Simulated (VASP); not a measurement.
# OsRu2 (P6/mmm) in VASP: notebook

The runs below take OsRu2 through single point, relaxation of cell and atoms, with PBE.

All numbers are computed with VASP 6.6.1; they aren't measurements. Logs are shortened: lines on timing, memory, paths and dates and some standing lists are left out, and cuts for length are marked.

### 1 The cell of the first run

It takes space group P6/mmm (No. 191, hexagonal). The conventional cell has a = 4.270 Å, b = 4.270 Å, c = 2.703 Å, α = 90.00°, β = 90.00°, γ = 120.00°. Ru (site symmetry -6m2) has 5 Ru at 2.47 to 2.70 Å and 6 Os at 2.81 Å within 3.3 Å. Os (site symmetry 6/mmm) has 2 Os at 2.70 Å and 12 Ru at 2.81 Å within 3.6 Å.

### 2 Single point, PBE

Input file INCAR:

```
SYSTEM = OsRu2
PREC     = Accurate       ! precision mode
ENCUT    = 520            ! plane-wave cutoff, eV
EDIFF    = 1E-7           ! SCF threshold, eV
ISMEAR   = 0              ! smearing method
SIGMA    = 0.1            ! smearing width, eV
LREAL    = .False.        ! projectors in reciprocal space
LASPH    = .True.         ! aspherical terms in the spheres
NELM     = 80             ! most SCF steps
ALGO     = Fast           ! electronic algorithm
ISIF     = 2              ! what is computed and relaxed
LWAVE    = .False.        ! write WAVECAR
LCHARG   = .False.        ! write CHGCAR
GGA      = PE             ! functional
NBANDS   = 25             ! bands
```

Input file KPOINTS:

```
regular mesh
0
Gamma
  6 6 6
  0 0 0
```

Input file POSCAR:

```
OsRu2
1.0
    4.2696885979      0.0000000000      0.0000000000
   -2.1348442990      3.6976587920      0.0000000000
    0.0000000000      0.0000000000      2.7028539324
Ru Os
2 1
Direct
    0.3333333333      0.6666666667      0.5000000000
    0.6666666667      0.3333333333      0.5000000000
    0.0000000000      0.0000000000      0.0000000000
```

Potentials or basis: VASP PAW PBE potentials, release 64 (Ru_pv, Os).

Command:

```bash
$ cat potpaw_PBE.64/Ru_pv/POTCAR potpaw_PBE.64/Os/POTCAR > POTCAR
$ mpirun -np 1 vasp_std > vasp.out
```

OUTCAR:

```text
SYSTEM = OsRu2
   PREC = Accurate
   ENCUT = 520
   EDIFF = 1E-7
   ISMEAR = 0
   LREAL = .False.
   LASPH = .True.
   NELM = 80
   ISIF = 2
   GGA = PE

 ion  position               nearest neighbor table
   1  0.333  0.667  0.500-   2 2.47   2 2.47   2 2.47   3 2.81   3 2.81   3 2.81   3 2.81   3 2.81
                             3 2.81
   2  0.667  0.333  0.500-   1 2.47   1 2.47   1 2.47   3 2.81   3 2.81   3 2.81   3 2.81   3 2.81
                             3 2.81
   3  0.000  0.000  0.000-   1 2.81   2 2.81   1 2.81   2 2.81   1 2.81   1 2.81   2 2.81   2 2.81
                             2 2.81   2 2.81   1 2.81   1 2.81

  LATTYP: Found a hexagonal cell.
 ALAT       =     4.2696885979
 C/A-ratio  =     0.6330330352

  Lattice vectors:

 A1 = (   4.2696885979,   0.0000000000,   0.0000000000)
 A2 = (  -2.1348442990,   3.6976587920,   0.0000000000)
 A3 = (   0.0000000000,   0.0000000000,   2.7028539324)

Analysis of symmetry for initial positions (statically):
=====================================================================
 Subroutine PRICEL returns:
 Original cell was already a primitive cell.

 Routine SETGRP: Setting up the symmetry group for a
 hexagonal supercell.

 Subroutine GETGRP returns: Found 24 space group operations
 (whereof 24 operations were pure point group operations)
 out of a pool of 24 trial point group operations.

The static configuration has the point symmetry D_6h.

Analysis of symmetry for dynamics (positions and initial velocities):
=====================================================================
 Subroutine PRICEL returns:
 Original cell was already a primitive cell.

 Routine SETGRP: Setting up the symmetry group for a
 hexagonal supercell.

 Subroutine GETGRP returns: Found 24 space group operations
 (whereof 24 operations were pure point group operations)
 out of a pool of 24 trial point group operations.

The dynamic configuration has the point symmetry D_6h.

 Subroutine INISYM returns: Found 24 space group operations
 (whereof 24 operations are pure point group operations),
 and found     1 'primitive' translations

----------------------------------------------------------------------------------------

                                     Primitive cell

  volume of cell :      42.6723

[... 82 lines left out ...]
   ISTART =      0    job   : 0-new  1-cont  2-samecut
   ICHARG =      2    charge: 1-file 2-atom 10-const
   ISPIN  =      1    spin polarized calculation?
   LNONCOLLINEAR =      F non collinear calculations
   LSORBIT =      F    spin-orbit coupling
   LASPH  =      T    aspherical Exc in radial PAW
   ENCUT  =  520.0 eV  38.22 Ry    6.18 a.u.   7.94  7.94  5.03*2*pi/ulx,y,z
   NELM   =     80;   NELMIN=  2; NELMDL= -5     # of ELM steps
   EDIFF  = 0.1E-06   stopping-criterion for ELM
   LREAL  =      F    real-space projection
   EDIFFG = 0.1E-05   stopping-criterion for IOM
   NSW    =      0    number of steps for IOM
   IBRION =     -1    ionic relax: 0-MD 1-quasi-New 2-CG
   NFREE  =      0    steps in history (QN), initial steepest desc. (CG)
   ISIF   =      2    stress and relaxation
   ISYM   =      2    0-nonsym 1-usesym 2-fastsym
   POTIM  = 0.5000    time-step for ionic-motion
   TEBEG  =    0.0;   TEEND  =   0.0 temperature during run
   PSTRESS=    0.0 pullay stress
   NELECT =      36.0000    total number of electrons
   NUPDOWN=      -1.0000    fix difference up-down
   EMIN   =  10.00;   EMAX   =-10.00  energy-range for DOS
   EFERMI =   0.00;   METHOD = LEGACY
   ISMEAR =     0;   SIGMA  =   0.10  broadening in eV -4-tet -1-fermi 0-gaus
   EFERMI_NEDOS =   21; number of points for ismear=-14 and -15
   IALGO  =     68    algorithm
   IMIX   =      4    mixing-type and parameters
     AMIX     =   0.40;   BMIX     =  1.00
     AMIX_MAG =   1.60;   BMIX_MAG =  1.00
  volume/ion in A,a.u.               =      14.22        95.99
  Fermi-wavevector in a.u.,A,eV,Ry     =   1.546894  2.923205 32.557109  2.392880
  Thomas-Fermi vector in A             =   2.652065
   LORBIT       =      0    0 simple, 1 ext, 2 COOP (PROOUT), +10 PAW based schemes
   GGA     = PE    functional components
   LHFCALC =     F    Hartree Fock is set to
   AEXX    =    0.0000 exact exchange contribution
   IVDW    =     0    specifies the selected vdW correction
   LEPSILON=     F    determine dielectric tensor
   LRPA    =     F    only Hartree local field effects (RPA)
 non-spin polarized calculation
 RMM-DIIS sequential band-by-band and
 Gauss-broadening in eV      SIGMA  =   0.10
  energy-cutoff  :      520.00
  volume of cell :       42.67
 maximum number of plane-waves:      1170
 NGX is ok and might be reduce to    32
   NGX = 15   NGY = 15   NGZ = 11

 number of electron      36.0000004 magnetization

 Free energy of the ion-electron system (eV)
  ---------------------------------------------------
  ext. energy  EPLUGINS =         0.00000000
  ---------------------------------------------------
  free energy    TOTEN  =       -28.84289350 eV

  energy without entropy =      -28.81407276  energy(sigma->0) =      -28.82848313

 E-fermi :  11.2502     XC(G=0): -13.8661

 val. band max:       11.2228180140   @ k =   0.1667   0.1667   0.3333
 cond. band min:      11.2517440703   @ k =   0.1667   0.1667   0.0000
 fundamental gap:      0.0289260563
 Fermi energy:        11.2502211656

 k-point     1 :       0.0000    0.0000    0.0000
  band No.  band energies     occupation
      1     -32.3803      2.00000
      2     -32.3803      2.00000
      3     -31.6684      2.00000
      4     -31.5806      2.00000
      5     -31.5806      2.00000
      6     -31.4892      2.00000
[... 661 lines left out ...]
     24      18.9483      0.00000
     25      20.6220      0.00000

 [... further k-points ...]
[... 5 lines left out ...]
  --------------------------------------------------------------------------------------
  -------------------------------------------------------------------------------------
  Total        0.0051466      0.0051466     -0.0546828     -0.0000000      0.0000000      0.0000000
  in kB        0.1932352      0.1932352     -2.0531264     -0.0000000      0.0000000      0.0000000
  external PRESSURE =      -0.5555520 kB  Pullay stress =       0.0000000 kB

 VOLUME and BASIS-vectors are now :
 -----------------------------------------------------------------------------
  energy-cutoff  :      520.00
  volume of cell :       42.67
      direct lattice vectors                 reciprocal lattice vectors
     4.269688598  0.000000000  0.000000000     0.234209118  0.135220697  0.000000000
    -2.134844299  3.697658792  0.000000000     0.000000000  0.270441394  0.000000000
     0.000000000  0.000000000  2.702853932     0.000000000  0.000000000  0.369979298

 POSITION                                       TOTAL-FORCE (eV/Angst)
 -----------------------------------------------------------------------------------
     -0.00000      2.46511      1.35143        -0.000000      0.000000     -0.000000
      2.13484      1.23255      1.35143         0.000000      0.000000      0.000000
      0.00000      0.00000      0.00000        -0.000000      0.000000      0.000000
 -----------------------------------------------------------------------------------
    total drift:                               -0.000000      0.000000      0.000000

  FREE ENERGIE OF THE ION-ELECTRON SYSTEM (eV)
  ---------------------------------------------------
  free  energy   TOTEN  =       -28.8428935045 eV

  energy  without entropy=      -28.8140727621  energy(sigma->0) =      -28.82848313
```

Wall time 27 s (1 thread of AMD EPYC 7R13 (Zen 3), shared host); peak memory 0.14 GiB.

Results:

```
Free energy            : -28.8429 eV
Pressure               : -0.1 GPa
Band gap on the k mesh : zero (bands 18 and 19 overlap by 2.87 eV)
```

Stress tensor (GPa, compression positive):
```
 0.02  0.00  0.00
 0.00  0.02  0.00
 0.00  0.00 -0.21
```

Levels at points of the mesh, in eV from the Fermi level:
| k point | band 14 | band 15 | band 16 | band 17 | band 18 | band 19 | band 20 | band 21 | band 22 | band 23 |
| --- | --- | --- | --- | --- | --- | --- | --- | --- | --- | --- |
| (0.00, 0.00, 0.00) | -2.94 | -2.18 | -2.18 | -1.56 | -1.56 | -1.38 | -1.38 | 1.88 | 1.88 | 8.71 |
| (0.50, 0.00, 0.00) | -2.76 | -2.72 | -1.32 | -1.13 | 0.52 | 0.68 | 0.92 | 0.95 | 1.12 | 1.18 |
| (0.00, 0.00, 0.50) | -2.22 | -2.03 | -2.03 | 1.09 | 1.09 | 1.56 | 1.56 | 2.21 | 3.61 | 4.10 |
| (0.50, 0.00, 0.50) | -2.18 | -2.09 | -0.87 | -0.78 | 0.16 | 1.21 | 1.71 | 1.99 | 2.79 | 3.78 |

Caveat: the k points lie up to 0.39 Å⁻¹ apart, too coarse for converged energies and pressures of a metal; spin-orbit coupling is left out, which moves the levels of the heavy elements.

### 3 Relaxation of cell and atoms, PBE

This run uses another cell than the first one, of 13.23 Å³/atom.

Input file INCAR:

```
  ALGO = Normal
  EDIFF = 1E-6
  EDIFFG = -0.04
  ENCUT = 600
  GGA = PE
  IBRION = 2
  ISIF = 3
  ISMEAR = 0
  LASPH = T
  LCHARG = F
  LREAL = F
  LWAVE = F
  NELM = 60
  NSW = 90
  PREC = Accurate
  SIGMA = 0.1
```

Input file KPOINTS:

```
k-points
0
Gamma
  6 6 6
```

Input file POSCAR:

```
OsRu2
1.0
    4.1617862084      0.0000000000      0.0000000000
   -2.0808931042      3.6042125816      0.0000000000
    0.0000000000      0.0000000000      2.6456081657
Ru Os
2 1
Direct
    0.3333333333      0.6666666667      0.5000000000
    0.6666666667      0.3333333333      0.5000000000
    0.0000000000      0.0000000000      0.0000000000
```

Potentials or basis: VASP PAW PBE potentials, release 64 (Ru_pv, Os).

Command:

```bash
$ cat potpaw_PBE.64/Ru_pv/POTCAR potpaw_PBE.64/Os/POTCAR > POTCAR
$ mpirun -np 1 vasp_std > vasp.out
```

Run time: 1.7 min. Hardware: 1 thread of AMD EPYC 7R13 (Zen 3), shared host; peak memory 0.18 GiB.

It converged, with:

* Free energy: -28.8412 eV
* Relaxed volume: 14.23 Å³/atom
* Relaxed cell: a = 4.271 Å, b = 4.271 Å, c = 2.703 Å, α = 90.00°, β = 90.00°, γ = 120.00°
* Space group after relaxing (to 0.1 Å): P6/mmm (No. 191)
* Pressure after relaxing: -0.3 GPa
* Band gap on the k mesh: zero (bands 18 and 19 overlap by 2.86 eV)

Final structure:
```
Ru Os
1.0
     4.27134    0.00000    0.00000
    -2.13567    3.69908    0.00000
     0.00000    0.00000    2.70264
Ru Os
2 1
Direct
  0.33333 0.66667 0.50000
  0.66667 0.33333 0.50000
  0.00000 0.00000 0.00000
```

Levels at points of the mesh, in eV from the Fermi level:
```csv
k point,band 16,band 17,band 18,band 19,band 20,band 21
"(0.00, 0.00, 0.00)",-2.18,-1.56,-1.56,-1.38,-1.38,1.87
"(0.50, 0.00, 0.00)",-1.32,-1.13,0.52,0.92,0.94,1.18
"(0.00, 0.00, 0.50)",-2.03,1.09,1.09,1.56,1.56,2.21
"(0.50, 0.00, 0.50)",-0.87,-0.78,0.16,1.21,1.70,1.98
```

Caveat: the k points lie up to 0.39 Å⁻¹ apart in the final cell, too coarse for converged energies and pressures of a metal; spin-orbit coupling is left out, which moves the levels of the heavy elements.

The gap in the log of VASP goes by the Fermi energy; the results here count the filled bands.